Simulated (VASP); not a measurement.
# Cs2RhC (P6/mmm) in VASP: a series of runs

Runs on Cs2RhC. Level: PBE. Tasks: relaxation of cell and atoms, single point.

Everything below comes from runs of VASP 6.6.1. Logs are shortened: lines on timing, memory, paths and dates and some standing lists are left out, and cuts for length are marked.

## (1) The cell of the first run

Symmetry: P6/mmm, No. 191, hexagonal system. Conventional cell: a = 6.063 Å, b = 6.063 Å, c = 3.856 Å, α = 90.00°, β = 90.00°, γ = 120.00°. Within 4.6 Å of Cs (site symmetry -6m2) lie 5 Cs at 3.50 to 3.86 Å and 3 C at 3.50 Å and 6 Rh at 4.00 Å. Rh (site symmetry 6/mmm) has 2 C at 1.93 Å within 2.6 Å. Within 2.6 Å of C (site symmetry 6/mmm) lie 2 Rh at 1.93 Å.

The cell was generated, and may not be a known phase.

## (2) Relaxation of cell and atoms, PBE

Contents of INCAR:

```
SYSTEM = Cs2RhC
  PREC = Accurate
  ENCUT = 600
  EDIFF = 1E-7
  ISMEAR = 0
  SIGMA = 0.1
  LREAL = .False.
  LASPH = .True.
  NELM = 100
  ALGO = Normal
  ISIF = 3
  LWAVE = .False.
  LCHARG = .False.
  GGA = PE
  IBRION = 2
  NSW = 100
  EDIFFG = -0.01
```

Contents of KPOINTS:

```
regular mesh
0
Gamma
  12 12 12
  0 0 0
```

Contents of POSCAR:

```
Cs2RhC
1.0
    6.0626576909      0.0000000000      0.0000000000
   -3.0313288454      5.2504155747      0.0000000000
    0.0000000000      0.0000000000      3.8558513713
Cs Rh C
2 1 1
Direct
    0.3333333333      0.6666666667      0.0000000000
    0.6666666667      0.3333333333      0.0000000000
    0.0000000000      0.0000000000      0.5000000000
    0.0000000000      0.0000000000      0.0000000000
```

Potentials or basis: VASP PAW PBE potentials, release 64 (Cs_sv, Rh_pv, C).

Launch:

```bash
cat potpaw_PBE.64/Cs_sv/POTCAR potpaw_PBE.64/Rh_pv/POTCAR potpaw_PBE.64/C/POTCAR > POTCAR
mpirun -np 1 vasp_std > vasp.out
```

OUTCAR:

```text
SYSTEM = Cs2RhC
   PREC = Accurate
   ENCUT = 600
   EDIFF = 1E-7
   ISMEAR = 0
   LREAL = .False.
   LASPH = .True.
   NELM = 100
   ISIF = 3
   GGA = PE
   IBRION = 2
   NSW = 100
   EDIFFG = -0.01

 ion  position               nearest neighbor table
   1  0.333  0.667  0.000-
   2  0.667  0.333  0.000-
   3  0.000  0.000  0.500-   4 1.93   4 1.93
   4  0.000  0.000  0.000-   3 1.93   3 1.93

  LATTYP: Found a hexagonal cell.
 ALAT       =     6.0626576909
 C/A-ratio  =     0.6360001781

  Lattice vectors:

 A1 = (   6.0626576909,   0.0000000000,   0.0000000000)
 A2 = (  -3.0313288454,   5.2504155747,   0.0000000000)
 A3 = (   0.0000000000,   0.0000000000,   3.8558513713)

Analysis of symmetry for initial positions (statically):
=====================================================================
 Subroutine PRICEL returns:
 Original cell was already a primitive cell.

 Routine SETGRP: Setting up the symmetry group for a
 hexagonal supercell.

 Subroutine GETGRP returns: Found 24 space group operations
 (whereof 24 operations were pure point group operations)
 out of a pool of 24 trial point group operations.

The static configuration has the point symmetry D_6h.

Analysis of symmetry for dynamics (positions and initial velocities):
=====================================================================
 Subroutine PRICEL returns:
 Original cell was already a primitive cell.

 Routine SETGRP: Setting up the symmetry group for a
 hexagonal supercell.

 Subroutine GETGRP returns: Found 24 space group operations
 (whereof 24 operations were pure point group operations)
 out of a pool of 24 trial point group operations.

The dynamic configuration has the point symmetry D_6h.

 Subroutine INISYM returns: Found 24 space group operations
 (whereof 24 operations are pure point group operations),
 and found     1 'primitive' translations

----------------------------------------------------------------------------------------

                                     Primitive cell

  volume of cell :     122.7374

  direct lattice vectors                    reciprocal lattice vectors
     6.062657691  0.000000000  0.000000000     0.164944163  0.095230557  0.000000000
    -3.031328845  5.250415575  0.000000000     0.000000000  0.190461114  0.000000000
     0.000000000  0.000000000  3.855851371     0.000000000  0.000000000  0.259346096

  length of vectors
     6.062657691  6.062657691  3.855851371     0.190461114  0.190461114  0.259346096

  position of ions in fractional coordinates (direct lattice)
     0.333333333  0.666666667  0.000000000
     0.666666667  0.333333333  0.000000000
     0.000000000  0.000000000  0.500000000
     0.000000000  0.000000000  0.000000000

  ion indices of the primitive-cell ions
   primitive index   ion index
                 1           1
                 2           2
                 3           3
                 4           4

----------------------------------------------------------------------------------------

 KPOINTS: regular mesh

Automatic generation of k-mesh.
 Grid dimensions read from file:
 generate k-points for:   12   12   12

 Generating k-lattice:

  Cartesian coordinates                     Fractional coordinates (reciprocal lattice)
     0.013745347  0.007935880  0.000000000     0.083333333 -0.000000000  0.000000000
     0.000000000  0.015871760  0.000000000     0.000000000  0.083333333  0.000000000
     0.000000000  0.000000000  0.021612175     0.000000000  0.000000000  0.083333333

  Length of vectors
     0.015871760  0.015871760  0.021612175

  Shift w.r.t. Gamma in fractional coordinates (k-lattice)
     0.000000000  0.000000000  0.000000000

 Subroutine IBZKPT returns following result:
 ===========================================

 Found    133 irreducible k-points:

 Following reciprocal coordinates:
            Coordinates               Weight
  0.000000  0.000000  0.000000      1.000000
  0.083333  0.000000  0.000000      6.000000
  0.166667  0.000000  0.000000      6.000000
  0.250000  0.000000  0.000000      6.000000
  0.333333  0.000000  0.000000      6.000000
  0.416667  0.000000  0.000000      6.000000
[... 16 lines left out ...]
  0.250000  0.000000  0.083333     12.000000
  0.333333  0.000000  0.083333     12.000000
 [... further k-points ...]
   k-points           NKPTS =    133   k-points in BZ     NKDIM =    133   number of bands    NBANDS=     22
   number of dos      NEDOS =    301   number of ions     NIONS =      4
   total plane-waves  NPLWV =  73728
   dimension x,y,z NGX =    48 NGY =   48 NGZ =   32
   dimension x,y,z NGXF=    96 NGYF=   96 NGZF=   64
   ions per type =               2   1   1
   NGX,Y,Z   is equivalent  to a cutoff of  13.16, 13.16, 13.80 a.u.
   NGXF,Y,Z  is equivalent  to a cutoff of  26.32, 26.32, 27.59 a.u.
 SYSTEM =  Cs2RhC
   PREC   = accura    normal or accurate (medium, high low for compatibility)
   ISTART =      0    job   : 0-new  1-cont  2-samecut
   ICHARG =      2    charge: 1-file 2-atom 10-const
   ISPIN  =      1    spin polarized calculation?
   LNONCOLLINEAR =      F non collinear calculations
   LSORBIT =      F    spin-orbit coupling
   LASPH  =      T    aspherical Exc in radial PAW
   ENCUT  =  600.0 eV  44.10 Ry    6.64 a.u.  12.11 12.11  7.70*2*pi/ulx,y,z
   NELM   =    100;   NELMIN=  2; NELMDL= -5     # of ELM steps
   EDIFF  = 0.1E-06   stopping-criterion for ELM
   LREAL  =      F    real-space projection
   EDIFFG = -.1E-01   stopping-criterion for IOM
   NSW    =    100    number of steps for IOM
   IBRION =      2    ionic relax: 0-MD 1-quasi-New 2-CG
   NFREE  =      1    steps in history (QN), initial steepest desc. (CG)
   ISIF   =      3    stress and relaxation
   ISYM   =      2    0-nonsym 1-usesym 2-fastsym
   POTIM  = 0.5000    time-step for ionic-motion
   TEBEG  =    0.0;   TEEND  =   0.0 temperature during run
   PSTRESS=    0.0 pullay stress
   NELECT =      37.0000    total number of electrons
   NUPDOWN=      -1.0000    fix difference up-down
   EMIN   =  10.00;   EMAX   =-10.00  energy-range for DOS
   EFERMI =   0.00;   METHOD = LEGACY
   ISMEAR =     0;   SIGMA  =   0.10  broadening in eV -4-tet -1-fermi 0-gaus
   EFERMI_NEDOS =   21; number of points for ismear=-14 and -15
   IALGO  =     38    algorithm
   IMIX   =      4    mixing-type and parameters
     AMIX     =   0.40;   BMIX     =  1.00
     AMIX_MAG =   1.60;   BMIX_MAG =  1.00
  volume/ion in A,a.u.               =      30.68       207.07
  Fermi-wavevector in a.u.,A,eV,Ry     =   1.097698  2.074349 16.394231  1.204942
  Thomas-Fermi vector in A             =   2.234063
   LORBIT       =      0    0 simple, 1 ext, 2 COOP (PROOUT), +10 PAW based schemes
   GGA     = PE    functional components
   LHFCALC =     F    Hartree Fock is set to
   AEXX    =    0.0000 exact exchange contribution
   IVDW    =     0    specifies the selected vdW correction
   LEPSILON=     F    determine dielectric tensor
   LRPA    =     F    only Hartree local field effects (RPA)
 conjugate gradient relaxation of ions
 non-spin polarized calculation
 Gauss-broadening in eV      SIGMA  =   0.10
  energy-cutoff  :      600.00
  volume of cell :      122.74
 maximum number of plane-waves:      4131
   NGX = 25   NGY = 25   NGZ = 15

--------------------------------------- Ionic step        1  -------------------------------------------

 number of electron      37.0000012 magnetization

 Free energy of the ion-electron system (eV)
  ---------------------------------------------------
  ext. energy  EPLUGINS =         0.00000000
  ---------------------------------------------------
  free energy    TOTEN  =       -16.05492432 eV

  energy without entropy =      -16.04499192  energy(sigma->0) =      -16.04995812

------------------------ aborting loop because EDIFF is reached ----------------------------------------

  FORCE on cell =-STRESS in cart. coord.  units (eV):
  Direction    XX          YY          ZZ          XY          YZ          ZX
  --------------------------------------------------------------------------------------
  -------------------------------------------------------------------------------------
  Total        0.5353061      0.5353061     -0.6757240      0.0000000     -0.0000000      0.0000000
  in kB        6.9877242      6.9877242     -8.8206968      0.0000000     -0.0000000      0.0000000
  external PRESSURE =       1.7182505 kB  Pullay stress =       0.0000000 kB
[... 99 lines left out ...]
  energy  without entropy=      -16.0505534213  energy(sigma->0) =      -16.05526612

--------------------------------------- Ionic step        4  -------------------------------------------

 number of electron      37.0000005 magnetization

 Free energy of the ion-electron system (eV)
  ---------------------------------------------------
  ext. energy  EPLUGINS =         0.00000000
  ---------------------------------------------------
  free energy    TOTEN  =       -16.06229159 eV

  energy without entropy =      -16.05277044  energy(sigma->0) =      -16.05753102

 E-fermi :   3.3142     XC(G=0):  -8.8576

 val. band max:        3.3072072434   @ k =   0.5000   0.0000   0.1667
 cond. band min:       3.3192470985   @ k =   0.4167   0.0833   0.1667
 fundamental gap:      0.0120398551
 Fermi energy:         3.3141585025

 k-point     1 :       0.0000    0.0000    0.0000
  band No.  band energies     occupation
      1     -43.0566      2.00000
      2     -42.0740      2.00000
      3     -42.0740      2.00000
      4     -19.9114      2.00000
      5     -19.4433      2.00000
      6      -7.2893      2.00000
[... 574 lines left out ...]
      6      -7.4240      2.00000
[... 14 lines left out ...]
     21       4.9682      0.00000
     22       5.9810      0.00000

 [... further k-points ...]

------------------------ aborting loop because EDIFF is reached ----------------------------------------

  FORCE on cell =-STRESS in cart. coord.  units (eV):
  Direction    XX          YY          ZZ          XY          YZ          ZX
  --------------------------------------------------------------------------------------
  -------------------------------------------------------------------------------------
  Total        0.0179292      0.0179292      0.0075462      0.0000000      0.0000000      0.0000000
  in kB        0.2299931      0.2299931      0.0968021      0.0000000      0.0000000      0.0000000
  external PRESSURE =       0.1855961 kB  Pullay stress =       0.0000000 kB
[... 19 lines left out ...]
  FREE ENERGIE OF THE ION-ELECTRON SYSTEM (eV)
  ---------------------------------------------------
  free  energy   TOTEN  =       -16.0622915913 eV

  energy  without entropy=      -16.0527704429  energy(sigma->0) =      -16.05753102

 reached required accuracy - stopping structural energy minimisation
```

Wall time 9 min (1 thread of Intel Xeon 6975P-C (Granite Rapids), shared host); peak memory 0.62 GiB.

What came out:

```
Free energy                           : -16.0623 eV
Relaxed volume                        : 31.22 Å³/atom
Relaxed cell                          : a = 6.129 Å, b = 6.129 Å, c = 3.840 Å, α = 90.00°, β = 90.00°, γ = 120.00°
Space group after relaxing (to 0.1 Å) : P6/mmm (No. 191)
Energy gained by relaxing             : 1.8 meV/atom
Ionic steps                           : 4
Pressure after relaxing               : 0.0 GPa
Band gap on the k mesh                : zero (an odd number of electrons rules out a gap without spin polarisation)
```

The path:
| step | energy change (eV) | largest force (eV/Å) | pressure (GPa) | volume (Å³) |
| --- | --- | --- | --- | --- |
| 1 | 0.0000 | 0.0000 | 0.17 | 122.74 |
| 2 | -0.0048 | 0.0000 | 0.52 | 123.31 |
| 3 | -0.0051 | 0.0000 | 0.45 | 123.21 |
| 4 | -0.0074 | 0.0000 | 0.02 | 124.90 |

Final structure:
```yaml
crystal:
  lattice:
    - [6.12863, 0.00000, 0.00000]
    - [-3.06431, 5.30755, 0.00000]
    - [0.00000, 0.00000, 3.83972]
  atoms:
    - { symbol: Cs, position: [0.33333, 0.66667, 0.00000] }
    - { symbol: Cs, position: [0.66667, 0.33333, 0.00000] }
    - { symbol: Rh, position: [0.00000, 0.00000, 0.50000] }
    - { symbol: C, position: [0.00000, 0.00000, 0.00000] }
```

Caveat: spin-orbit coupling is left out, which moves the levels of the heavy elements.

## (3) Single point, PBE

This run uses another cell than the first one, of 19.69 Å³/atom.

Contents of INCAR:

```
SYSTEM = Cs2RhC
ALGO = Normal
EDIFF = 1E-6
ENCUT = 520
GGA = PE
ISIF = 2
ISMEAR = 0
LASPH = .TRUE.
LCHARG = .FALSE.
LREAL = .FALSE.
LWAVE = .FALSE.
NBANDS = 26
NELM = 100
PREC = Accurate
SIGMA = 0.1
```

Contents of KPOINTS:

```
k-points
0
G
  6 6 4
  0 0 0
```

Contents of POSCAR:

```
Cs2RhC
1.0
    4.7622561600      0.0000000000      0.0000000000
   -2.3811280800      4.1242348100      0.0000000000
    0.0000000000      0.0000000000      4.0101970400
Cs Rh C
2 1 1
Direct
    0.3333333300      0.6666666700      0.0000000000
    0.6666666700      0.3333333300      0.0000000000
    0.0000000000      0.0000000000      0.5000000000
    0.0000000000      0.0000000000      0.0000000000
```

Potentials or basis: VASP PAW PBE potentials, release 64 (Cs_sv, Rh_pv, C).

Launch:

```bash
cat potpaw_PBE.64/Cs_sv/POTCAR potpaw_PBE.64/Rh_pv/POTCAR potpaw_PBE.64/C/POTCAR > POTCAR
mpirun -np 1 vasp_std > vasp.out
```

It took 17 s on 1 thread of Intel Xeon 6975P-C (Granite Rapids), shared host; peak memory 0.21 GiB.

Results (log left out):

```yaml
Free_energy: -10.3198 eV
Pressure: 37.1 GPa
Band_gap_on_the_k_mesh: zero (an odd number of electrons rules out a gap without spin polarisation)
```

Stress tensor (GPa, compression positive):
```
59.92  0.00  0.00
 0.00 59.92  0.00
 0.00  0.00 -8.42
```

Levels at points of the mesh, in eV from the Fermi level:
```tsv
k point	band 15	band 16	band 17	band 18	band 19	band 20	band 21	band 22
(0.00, 0.00, 0.00)	-2.33	-1.49	-1.49	-0.77	0.40	0.40	1.39	4.38
(0.50, 0.00, 0.00)	-1.89	-1.65	-1.47	-1.34	-1.23	-1.09	0.55	3.23
(0.00, 0.00, 0.50)	-2.30	-2.19	-2.19	0.17	2.34	2.34	3.29	3.29
(0.50, 0.00, 0.50)	-3.51	-1.65	-1.54	-1.24	0.22	1.42	1.80	4.00
```

Caveat: the k points lie up to 0.39 Å⁻¹ apart, too coarse for converged energies and pressures of a metal; spin-orbit coupling is left out, which moves the levels of the heavy elements.

The gap in the log of VASP goes by the Fermi energy; the results here count the filled bands.